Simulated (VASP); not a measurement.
**SiC: single point with PBEsol**

Crystal: SiC.

```xyz
8
Lattice="3.0780 0.0000 0.0000 -1.5390 2.6656 0.0000 0.0000 0.0000 10.0764" Properties=species:S:1:pos:R:3 pbc="T T T"
Si    0.0000    0.0000   -0.0016
Si    0.0000    1.7771    2.5182
Si    0.0000    0.0000    5.0366
Si    1.5390    0.8885    7.5564
C     0.0000    0.0000    1.8873
C     0.0000    1.7771    4.4129
C     0.0000    0.0000    6.9255
C     1.5390    0.8885    9.4511
```

```json
{
  "Program": "VASP 6.6.1",
  "Task": "single point",
  "Functional": "PBEsol",
  "Potentials or basis": "VASP PAW PBE potentials, release 64 (Si, C)",
  "Cutoff": "520 eV",
  "k mesh": "12 × 12 × 2",
  "Occupations": "fermi-dirac, width 0.02 eV",
  "Spin": "no spin polarisation"
}
```

| Property | Result |
| --- | --- |
| Pressure | 0.4 GPa |
| Band gap on the k mesh | 2.11 eV, indirect (least direct gap 3.23 eV) |

Levels at points of the mesh, in eV from the valence-band top:
```tsv
k point	band 14	band 15	band 16	band 17	band 18	band 19
(0.00, 0.00, 0.00)	-0.05	0.00	0.00	5.03	5.61	6.25
(0.50, 0.00, 0.00)	-2.23	-1.59	-1.13	2.11	2.24	4.11
(0.00, 0.00, 0.50)	-0.21	-0.21	-0.21	5.24	5.24	6.70
(0.50, 0.00, 0.50)	-2.53	-1.56	-1.56	2.53	2.53	4.10
```

Wall time 46 s on 1 thread of AMD EPYC 9R45 96-Core Processor (Zen 5) (shared host), peak memory 0.19 GiB.

Caveat: the PAW data sets were made with another functional, which shifts forces and pressure a little. A k mesh can miss the band edges.
